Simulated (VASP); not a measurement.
# SrTiO3 (Cm) in VASP: further runs

SrTiO3 is run at these levels: PBE; tasks: single point.

Everything below comes from runs of VASP 6.6.1. Logs are shortened: lines on timing, memory, paths and dates and some standing lists are left out, and cuts for length are marked.

## 1. The cell of the first run

Symmetry: Cm, No. 8, monoclinic system. The conventional cell has a = 7.857 Å, b = 7.857 Å, c = 5.568 Å, α = 90.00°, β = 134.87°, γ = 90.00°. Sr (site symmetry m) has 12 O at 2.55 to 3.02 Å within 3.4 Å. Sr (site symmetry m) has 12 O at 2.67 to 2.91 Å and 8 Ti at 3.41 Å within 3.5 Å. Ti (site symmetry 1) has 6 O at 1.97 to 1.98 Å within 2.6 Å. O (site symmetry 1) has 2 Ti at 1.97 Å within 2.6 Å. Within 2.6 Å of O (site symmetry m) lie 2 Ti at 1.98 Å and 1 Sr at 2.55 Å. Within 2.6 Å of O (site symmetry 1) lie 2 Ti at 1.97 Å. Within 2.6 Å of O (site symmetry m) lie 2 Ti at 1.97 Å.

## 2. Single point, PBE (atom 7 (O) moved +0.167 Å along Cartesian [0 0 1])

INCAR reads:

```
SYSTEM = SrTiO3
PREC     = Accurate       ! precision mode
ENCUT    = 520            ! plane-wave cutoff, eV
EDIFF    = 1E-6           ! SCF threshold, eV
ISMEAR   = 0              ! smearing method
SIGMA    = 0.05           ! smearing width, eV
LREAL    = .FALSE.        ! projectors in reciprocal space
LASPH    = .TRUE.         ! aspherical terms in the spheres
NELM     = 80             ! most SCF steps
ALGO     = Normal         ! electronic algorithm
ISIF     = 2              ! what is computed and relaxed
LWAVE    = .FALSE.        ! write WAVECAR
LCHARG   = .FALSE.        ! write CHGCAR
GGA      = PE             ! functional
NBANDS   = 51             ! bands
```

KPOINTS reads:

```
Automatic mesh
0
G
  8 8 8
  0 0 0
```

POSCAR reads:

```
SrTiO3
1.0
   -2.7777137596      2.7777137596      3.9464442078
    2.7777137596     -2.7777137596      3.9464442078
    2.7777137596      2.7777137596     -3.9464442078
Sr Ti O
2 2 6
Direct
    0.7500000000      0.2500000000      0.5000000000
    0.2500000000      0.7500000000      0.5000000000
    0.0000000000      0.0000000000      0.0000000000
    0.5000000000      0.5000000000      0.0000000000
    0.2500000000      0.2500000000      0.0000000000
    0.7500000000      0.7500000000      0.0000000000
    0.7493152389      0.2493152389      0.9563899212
    0.2281949606      0.2718050394      0.5000000000
    0.2718050394      0.7718050394      0.0436100788
    0.7718050394      0.7281949606      0.5000000000
```

Potentials or basis: VASP PAW PBE potentials, release 64 (Sr_sv, Ti_sv, O).

Run with:

```sh
cat potpaw_PBE.64/Sr_sv/POTCAR potpaw_PBE.64/Ti_sv/POTCAR potpaw_PBE.64/O/POTCAR > POTCAR
mpirun -np 1 vasp_std > vasp.out
```

OUTCAR:

```text
SYSTEM = SrTiO3
   PREC = Accurate
   ENCUT = 520
   EDIFF = 1E-6
   ISMEAR = 0
   LREAL = .FALSE.
   LASPH = .TRUE.
   NELM = 80
   ISIF = 2
   GGA = PE

 ion  position               nearest neighbor table
   1  0.750  0.250  0.500-   7 2.55   8 2.67   9 2.67  10 2.67   5 2.78   6 2.78   6 2.78   5 2.78
                             9 2.91   8 2.91  10 2.91   7 3.02   4 3.41   3 3.41   4 3.41   4 3.41
   2  0.250  0.750  0.500-   8 2.67  10 2.67   9 2.67   6 2.78   5 2.78   5 2.78   6 2.78   7 2.79
                             7 2.80   8 2.91  10 2.91   9 2.91   4 3.41   3 3.41   4 3.41   3 3.41
   3  0.000  0.000  0.000-   9 1.97   8 1.97  10 1.97   6 1.97   5 1.97   7 1.98   1 3.41   2 3.41
                             1 3.41   1 3.41   2 3.41   2 3.41   1 3.41   2 3.41
   4  0.500  0.500  0.000-   9 1.97  10 1.97   8 1.97   6 1.97   5 1.97   7 1.98   1 3.41   2 3.41
                             2 3.41   1 3.41   2 3.41   1 3.41   2 3.41   1 3.41
   5  0.250  0.250  0.000-   3 1.97   4 1.97   1 2.78   2 2.78   2 2.78   1 2.78
   6  0.750  0.750  0.000-   3 1.97   4 1.97   1 2.78   2 2.78   1 2.78   2 2.78
   7  0.749  0.249  0.956-   3 1.98   4 1.98   1 2.55   2 2.79   2 2.80   1 3.02
   8  0.228  0.272  0.500-   4 1.97   3 1.97   1 2.67   2 2.67   1 2.91   2 2.91
   9  0.272  0.772  0.044-   3 1.97   4 1.97   1 2.67   2 2.67   1 2.91   2 2.91
  10  0.772  0.728  0.500-   3 1.97   4 1.97   1 2.67   2 2.67   1 2.91   2 2.91

  LATTYP: Found a body centered tetragonal cell.
 ALAT       =     5.5554275192
 C/A-ratio  =     1.4207526582

  Lattice vectors:

 A1 = (  -2.7777137596,   2.7777137596,   3.9464442078)
 A2 = (   2.7777137596,  -2.7777137596,   3.9464442078)
 A3 = (   2.7777137596,   2.7777137596,  -3.9464442078)

Analysis of symmetry for initial positions (statically):
=====================================================================
 Subroutine PRICEL returns:
 Original cell was already a primitive cell.

 Routine SETGRP: Setting up the symmetry group for a
 body centered tetragonal supercell.

 Subroutine GETGRP returns: Found  2 space group operations
 (whereof  1 operations were pure point group operations)
 out of a pool of 16 trial point group operations.

The static configuration has the point symmetry C_1 .
 The point group associated with its full space group is C_1h.

Analysis of symmetry for dynamics (positions and initial velocities):
=====================================================================
 Subroutine PRICEL returns:
 Original cell was already a primitive cell.

 Routine SETGRP: Setting up the symmetry group for a
 body centered tetragonal supercell.

 Subroutine GETGRP returns: Found  2 space group operations
 (whereof  1 operations were pure point group operations)
[... 128 lines left out ...]
   TEBEG  =    0.0;   TEEND  =   0.0 temperature during run
   PSTRESS=    0.0 pullay stress
   NELECT =      80.0000    total number of electrons
   NUPDOWN=      -1.0000    fix difference up-down
   EMIN   =  10.00;   EMAX   =-10.00  energy-range for DOS
   EFERMI =   0.00;   METHOD = LEGACY
   ISMEAR =     0;   SIGMA  =   0.05  broadening in eV -4-tet -1-fermi 0-gaus
   EFERMI_NEDOS =   21; number of points for ismear=-14 and -15
   IALGO  =     38    algorithm
   IMIX   =      4    mixing-type and parameters
     AMIX     =   0.40;   BMIX     =  1.00
     AMIX_MAG =   1.60;   BMIX_MAG =  1.00
  volume/ion in A,a.u.               =      12.18        82.19
  Fermi-wavevector in a.u.,A,eV,Ry     =   1.423064  2.689202 27.553320  2.025112
  Thomas-Fermi vector in A             =   2.543702
   LORBIT       =      0    0 simple, 1 ext, 2 COOP (PROOUT), +10 PAW based schemes
   GGA     = PE    functional components
   LHFCALC =     F    Hartree Fock is set to
   AEXX    =    0.0000 exact exchange contribution
   IVDW    =     0    specifies the selected vdW correction
   LEPSILON=     F    determine dielectric tensor
   LRPA    =     F    only Hartree local field effects (RPA)
 non-spin polarized calculation
 Gauss-broadening in eV      SIGMA  =   0.05
  energy-cutoff  :      520.00
  volume of cell :      121.80
 maximum number of plane-waves:      3295
 NGX is ok and might be reduce to    42
   NGX = 21   NGY = 21   NGZ = 21

 number of electron      80.0000028 magnetization

 Free energy of the ion-electron system (eV)
  ---------------------------------------------------
  ext. energy  EPLUGINS =         0.00000000
  ---------------------------------------------------
  free energy    TOTEN  =       -80.14297702 eV

  energy without entropy =      -80.14297702  energy(sigma->0) =      -80.14297702

 E-fermi :   4.1547     XC(G=0): -11.1529

 val. band max:        3.8919983997   @ k =   0.0000   0.0000   0.0000
 cond. band min:       5.7923598913   @ k =   0.0000   0.0000   0.0000
 fundamental gap:      1.9003614917
 Fermi energy:         4.1547183203

 k-point     1 :       0.0000    0.0000    0.0000
  band No.  band energies     occupation
      1     -52.6364      2.00000
      2     -52.6324      2.00000
      3     -28.9218      2.00000
      4     -28.9214      2.00000
      5     -28.9185      2.00000
      6     -28.8652      2.00000
[... 1285 lines left out ...]
     50      10.7787      0.00000
     51      11.2627      0.00000

 [... further k-points ...]
[... 5 lines left out ...]
  --------------------------------------------------------------------------------------
  -------------------------------------------------------------------------------------
  Total        0.4498925      0.4498925      0.5525938      0.0776053     -0.1287897     -0.1287897
  in kB        5.9180471      5.9180471      7.2690159      1.0208485     -1.6941453     -1.6941454
  external PRESSURE =       6.3683700 kB  Pullay stress =       0.0000000 kB

 VOLUME and BASIS-vectors are now :
 -----------------------------------------------------------------------------
  energy-cutoff  :      520.00
  volume of cell :      121.80
      direct lattice vectors                 reciprocal lattice vectors
    -2.777713760  2.777713760  3.946444208     0.000000000  0.180004148  0.126696331
     2.777713760 -2.777713760  3.946444208     0.180004148  0.000000000  0.126696331
     2.777713760  2.777713760 -3.946444208     0.180004148  0.180004148  0.000000000

 POSITION                                       TOTAL-FORCE (eV/Angst)
 -----------------------------------------------------------------------------------
      0.00000      2.77771      1.97322         0.020854      0.020854      0.034197
      2.77771      0.00000      1.97322        -0.059141     -0.059141     -0.015708
      0.00000      0.00000      0.00000         0.015353     -0.015934      0.006786
      0.00000      0.00000      3.94644        -0.015934      0.015353      0.006786
      0.00000      0.00000      1.97322        -0.312811      0.315419      0.437475
      0.00000      0.00000      5.91967         0.315419     -0.312811      0.437475
      1.26772      4.04543      0.16670         0.043142      0.043142     -0.855177
      1.50999      1.26772      0.00000        -0.007741      0.006861     -0.064414
      1.50999     -1.26772      3.94644        -0.006001     -0.006001      0.076994
      1.26772      1.50999      3.94644         0.006861     -0.007741     -0.064414
 -----------------------------------------------------------------------------------
    total drift:                                0.000091      0.000091      0.000218

  FREE ENERGIE OF THE ION-ELECTRON SYSTEM (eV)
  ---------------------------------------------------
  free  energy   TOTEN  =       -80.1429770175 eV

  energy  without entropy=      -80.1429770175  energy(sigma->0) =      -80.14297702
```

OSZICAR:

```text
N       E                     dE             d eps       ncg     rms          rms(c)
DAV:   1     0.978921376351E+03    0.97892E+03   -0.40187E+04 15300   0.171E+03
DAV:   2     0.476820578972E+02   -0.93124E+03   -0.87525E+03 16648   0.495E+02
DAV:   3    -0.935853869376E+02   -0.14127E+03   -0.13842E+03 19969   0.184E+02
DAV:   4    -0.100786226057E+03   -0.72008E+01   -0.71822E+01 22880   0.411E+01
DAV:   5    -0.101107513502E+03   -0.32129E+00   -0.32098E+00 21912   0.696E+00    0.369E+01
DAV:   6    -0.797876465178E+02    0.21320E+02   -0.11249E+02 22705   0.708E+01    0.218E+01
DAV:   7    -0.803301849769E+02   -0.54254E+00   -0.19589E+01 20867   0.250E+01    0.154E+01
DAV:   8    -0.802505918499E+02    0.79593E-01   -0.30102E+00 21360   0.142E+01    0.422E+00
DAV:   9    -0.801536015939E+02    0.96990E-01   -0.76148E-01 21363   0.642E+00    0.139E+00
DAV:  10    -0.801747890195E+02   -0.21187E-01   -0.32075E-01 18574   0.270E+00    0.155E+00
DAV:  11    -0.801424491778E+02    0.32340E-01   -0.86669E-02 20433   0.234E+00    0.177E-01
DAV:  12    -0.801430913310E+02   -0.64215E-03   -0.11999E-02 19181   0.488E-01    0.133E-01
DAV:  13    -0.801429418758E+02    0.14946E-03   -0.13318E-03 22410   0.303E-01    0.646E-02
DAV:  14    -0.801430359746E+02   -0.94099E-04   -0.52143E-04 21784   0.168E-01    0.664E-02
DAV:  15    -0.801429793438E+02    0.56631E-04   -0.89544E-05 20473   0.874E-02    0.245E-02
DAV:  16    -0.801429778770E+02    0.14668E-05   -0.81956E-05 22243   0.435E-02    0.117E-02
DAV:  17    -0.801429770175E+02    0.85944E-06   -0.77098E-06 18280   0.187E-02
   1 F= -.80142977E+02 E0= -.80142977E+02  d E =-.231705E-15
```

stdout:

```text
POSCAR found type information on POSCAR SrTiO
 POSCAR found :  3 types and      10 ions
 scaLAPACK will be used
 LDA part: xc-table for (Slater+PW92), standard interpolation
 POSCAR, INCAR and KPOINTS ok, starting setup
 FFT: planning ... GRIDC
 FFT: planning ... GRID_SOFT
 FFT: planning ... GRID
 WAVECAR not read
 entering main loop
```

It took 18 min on 1 thread of Intel Xeon Platinum 8488C (Sapphire Rapids), shared host; peak memory 0.79 GiB.

What came out:

| Item | Value |
| --- | --- |
| Free energy | -80.1430 eV |
| Pressure | 0.6 GPa |
| Largest force | 0.857 eV/Å |
| Band gap on the k mesh | 1.90 eV, direct |

Forces in eV/Å, atoms in the order of the input:
```
Sr   0.021  0.021  0.034
Sr  -0.059 -0.059 -0.016
Ti   0.015 -0.016  0.007
Ti  -0.016  0.015  0.007
O   -0.313  0.315  0.437
O    0.315 -0.313  0.437
O    0.043  0.043 -0.855
O   -0.008  0.007 -0.064
O   -0.006 -0.006  0.077
O    0.007 -0.008 -0.064
```

Levels at points of the mesh, in eV from the valence-band top:
| k point | band 38 | band 39 | band 40 | band 41 | band 42 | band 43 |
| --- | --- | --- | --- | --- | --- | --- |
| (0.00, 0.00, 0.00) | -0.14 | 0.00 | 0.00 | 1.90 | 1.90 | 1.95 |
| (0.50, 0.00, 0.00) | -0.75 | -0.60 | -0.54 | 3.24 | 3.27 | 3.28 |
| (0.00, 0.50, 0.50) | -0.72 | -0.57 | -0.51 | 3.23 | 3.25 | 3.29 |
| (0.50, 0.50, 0.00) | -0.69 | -0.68 | -0.05 | 2.02 | 3.55 | 3.62 |
| (0.00, 0.00, 0.50) | -0.68 | -0.68 | -0.04 | 2.07 | 3.58 | 3.64 |
| (0.50, 0.50, 0.50) | -0.64 | -0.62 | -0.09 | 2.05 | 3.55 | 3.59 |

Caveat: the cell differs from its parent crystal (atom 7 (O) moved +0.167 Å along Cartesian [0 0 1]). A k mesh can miss the band edges.

## 3. Single point, PBE (atom 7 (O) moved +0.133 Å along Cartesian [0 0 1])

INCAR reads:

```
ALGO = Normal ; EDIFF = 1E-7
ENCUT = 520 ; GGA = PE
ISIF = 2 ; ISMEAR = 0
LASPH = T ; LCHARG = F
LREAL = F ; LWAVE = F
NBANDS = 51 ; NELM = 60
PREC = Accurate ; SIGMA = 0.05
```

KPOINTS reads:

```
k-points
0
Gamma
  8 8 8
```

POSCAR: that of step 2 with these lines changed.

```diff
@@ -14,3 +14,3 @@
     0.7500000000      0.7500000000      0.0000000000
-    0.7493152389      0.2493152389      0.9563899212
+    0.7450835815      0.2450835815      0.9563899212
     0.2281949606      0.2718050394      0.5000000000
```

Potentials or basis: VASP PAW PBE potentials, release 64 (Sr_sv, Ti_sv, O).

Run with:

```sh
cat potpaw_PBE.64/Sr_sv/POTCAR potpaw_PBE.64/Ti_sv/POTCAR potpaw_PBE.64/O/POTCAR > POTCAR
mpirun -np 1 vasp_std > vasp.out
```

OUTCAR:

```text
EDIFF = 1E-7
   ENCUT = 520
   GGA = PE
   ISIF = 2
   ISMEAR = 0
   LASPH = T
   LREAL = F
   NELM = 60
   PREC = Accurate

 ion  position               nearest neighbor table
   1  0.750  0.250  0.500-   7 2.57   8 2.67   9 2.67  10 2.67   5 2.78   6 2.78   6 2.78   5 2.78
                             9 2.91   8 2.91  10 2.91   7 3.00   4 3.41   3 3.41   4 3.41   4 3.41
   2  0.250  0.750  0.500-   8 2.67  10 2.67   9 2.67   7 2.77   5 2.78   6 2.78   5 2.78   6 2.78
                             7 2.82   8 2.91  10 2.91   9 2.91   4 3.41   3 3.41   4 3.41   3 3.41
   3  0.000  0.000  0.000-   9 1.97   8 1.97  10 1.97   6 1.97   5 1.97   7 1.98   1 3.41   2 3.41
                             1 3.41   1 3.41   2 3.41   2 3.41   1 3.41   2 3.41
   4  0.500  0.500  0.000-   9 1.97  10 1.97   8 1.97   6 1.97   5 1.97   7 1.98   1 3.41   2 3.41
                             2 3.41   1 3.41   2 3.41   1 3.41   2 3.41   1 3.41
   5  0.250  0.250  0.000-   3 1.97   4 1.97   1 2.78   2 2.78   2 2.78   1 2.78
   6  0.750  0.750  0.000-   3 1.97   4 1.97   1 2.78   2 2.78   1 2.78   2 2.78
   7  0.745  0.245  0.956-   3 1.98   4 1.98   1 2.57   2 2.77   2 2.82   1 3.00
   8  0.228  0.272  0.500-   4 1.97   3 1.97   1 2.67   2 2.67   1 2.91   2 2.91
   9  0.272  0.772  0.044-   3 1.97   4 1.97   1 2.67   2 2.67   1 2.91   2 2.91
  10  0.772  0.728  0.500-   3 1.97   4 1.97   1 2.67   2 2.67   1 2.91   2 2.91

  LATTYP: Found a body centered tetragonal cell.
 ALAT       =     5.5554275192
 C/A-ratio  =     1.4207526582

  Lattice vectors:

 A1 = (  -2.7777137596,   2.7777137596,   3.9464442078)
 A2 = (   2.7777137596,  -2.7777137596,   3.9464442078)
 A3 = (   2.7777137596,   2.7777137596,  -3.9464442078)

Analysis of symmetry for initial positions (statically):
=====================================================================
 Subroutine PRICEL returns:
 Original cell was already a primitive cell.

 Routine SETGRP: Setting up the symmetry group for a
 body centered tetragonal supercell.

 Subroutine GETGRP returns: Found  2 space group operations
 (whereof  1 operations were pure point group operations)
 out of a pool of 16 trial point group operations.

The static configuration has the point symmetry C_1 .
[... 158 lines left out ...]
   AEXX    =    0.0000 exact exchange contribution
   IVDW    =     0    specifies the selected vdW correction
   LEPSILON=     F    determine dielectric tensor
   LRPA    =     F    only Hartree local field effects (RPA)
 non-spin polarized calculation
 Gauss-broadening in eV      SIGMA  =   0.05
  energy-cutoff  :      520.00
  volume of cell :      121.80
 maximum number of plane-waves:      3295
 NGX is ok and might be reduce to    42
   NGX = 21   NGY = 21   NGZ = 21

 number of electron      80.0000026 magnetization

 Free energy of the ion-electron system (eV)
  ---------------------------------------------------
  ext. energy  EPLUGINS =         0.00000000
  ---------------------------------------------------
  free energy    TOTEN  =       -80.16860183 eV

  energy without entropy =      -80.16860183  energy(sigma->0) =      -80.16860183

 E-fermi :   4.1309     XC(G=0): -11.1530

 val. band max:        3.8907156351   @ k =   0.0000   0.0000   0.0000
 cond. band min:       5.7900649242   @ k =   0.0000   0.0000   0.0000
 fundamental gap:      1.8993492891
 Fermi energy:         4.1309062378

 k-point     1 :       0.0000    0.0000    0.0000
  band No.  band energies     occupation
      1     -52.6339      2.00000
      2     -52.6299      2.00000
      3     -28.9196      2.00000
      4     -28.9187      2.00000
      5     -28.9168      2.00000
      6     -28.8632      2.00000
[... 1285 lines left out ...]
     50      10.7913      0.00000
     51      11.2692      0.00000

 [... further k-points ...]
[... 5 lines left out ...]
  --------------------------------------------------------------------------------------
  -------------------------------------------------------------------------------------
  Total        0.4518178      0.4518178      0.5273925      0.0502986     -0.1014803     -0.1014802
  in kB        5.9433733      5.9433733      6.9375090      0.6616458     -1.3349076     -1.3349073
  external PRESSURE =       6.2747519 kB  Pullay stress =       0.0000000 kB

 VOLUME and BASIS-vectors are now :
 -----------------------------------------------------------------------------
  energy-cutoff  :      520.00
  volume of cell :      121.80
      direct lattice vectors                 reciprocal lattice vectors
    -2.777713760  2.777713760  3.946444208     0.000000000  0.180004148  0.126696331
     2.777713760 -2.777713760  3.946444208     0.180004148  0.000000000  0.126696331
     2.777713760  2.777713760 -3.946444208     0.180004148  0.180004148  0.000000000

 POSITION                                       TOTAL-FORCE (eV/Angst)
 -----------------------------------------------------------------------------------
      0.00000      2.77771      1.97322         0.021346      0.021346      0.021714
      2.77771      0.00000      1.97322        -0.045739     -0.045739     -0.010165
      0.00000      0.00000      0.00000         0.010166     -0.010654      0.004872
      0.00000      0.00000      3.94644        -0.010654      0.010166      0.004872
      0.00000      0.00000      1.97322        -0.249999      0.251629      0.350245
      0.00000      0.00000      5.91967         0.251629     -0.249999      0.350245
      1.26772      4.04543      0.13330         0.028714      0.028714     -0.679714
      1.50999      1.26772      0.00000        -0.005968      0.005350     -0.052047
      1.50999     -1.26772      3.94644        -0.004844     -0.004844      0.062025
      1.26772      1.50999      3.94644         0.005350     -0.005968     -0.052047
 -----------------------------------------------------------------------------------
    total drift:                                0.000391      0.000391     -0.000038

  FREE ENERGIE OF THE ION-ELECTRON SYSTEM (eV)
  ---------------------------------------------------
  free  energy   TOTEN  =       -80.1686018310 eV

  energy  without entropy=      -80.1686018310  energy(sigma->0) =      -80.16860183
```

Run time: 11 min. Hardware: 1 thread of Intel Xeon 6975P-C (Granite Rapids), shared host; peak memory 0.79 GiB.

What came out:

| Property | Result |
| --- | --- |
| Free energy | -80.1686 eV |
| Pressure | 0.6 GPa |
| Largest force | 0.681 eV/Å |
| Band gap on the k mesh | 1.90 eV, direct |

Forces in eV/Å, atoms in the order of the input:
```
Sr   0.021  0.021  0.022
Sr  -0.046 -0.046 -0.010
Ti   0.010 -0.011  0.005
Ti  -0.011  0.010  0.005
O   -0.250  0.252  0.350
O    0.252 -0.250  0.350
O    0.029  0.029 -0.680
O   -0.006  0.005 -0.052
O   -0.005 -0.005  0.062
O    0.005 -0.006 -0.052
```

Stress tensor (GPa, compression positive):
```
 0.59  0.07 -0.13
 0.07  0.59 -0.13
-0.13 -0.13  0.69
```

Caveat: the cell differs from its parent crystal (atom 7 (O) moved +0.133 Å along Cartesian [0 0 1]). A k mesh can miss the band edges.
